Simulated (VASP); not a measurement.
Runs of VASP 6.6.1 on Cd. The structure is that of space group P6_3/mmc (No. 194), or close to it. The cells are those of the table. 

| cell | k mesh | gap on the mesh (eV) | pressure (GPa) |
| --- | --- | --- | --- |
| a = 2.962, b = 2.962, c = 5.797 Å, angles 90.0, 90.0, 120.0°, 2 atoms | 24 × 24 × 10 | none | 0.4 |
| a = 2.962, b = 2.962, c = 6.029 Å, angles 90.0, 90.0, 120.0°, 2 atoms | 24 × 24 × 10 | none | -0.8 |
| a = 2.843, b = 2.843, c = 6.208 Å, angles 90.0, 90.0, 120.0°, 2 atoms | 24 × 24 × 10 | none | (a) |
| a = 2.962, b = 2.962, c = 5.913 Å, angles 90.0, 90.0, 120.0°, 2 atoms | 24 × 24 × 10 | none | -0.2 |
| a = 2.962, b = 2.962, c = 5.797 Å, angles 90.0, 90.0, 120.0°, 2 atoms | 18 × 18 × 8 | none | 0.4 |

Alike in all rows: task single point; level r2SCAN; potentials or basis VASP PAW PBE potentials, release 64 (Cd); no spin polarisation; cutoff (eV) 520; smearing gaussian 0.1 eV.

Estimate the missing entries.

(a) 4.9.

Caveats: the PAW data sets were made with another functional, which shifts forces and pressure a little; the stress differs along the axes, from 0 to 7 GPa (at least some runs).

A k mesh can miss the band edges, and the runs leave out spin-orbit coupling on Cd.

A gap of «none» marks levels without a gap at the run's occupations.
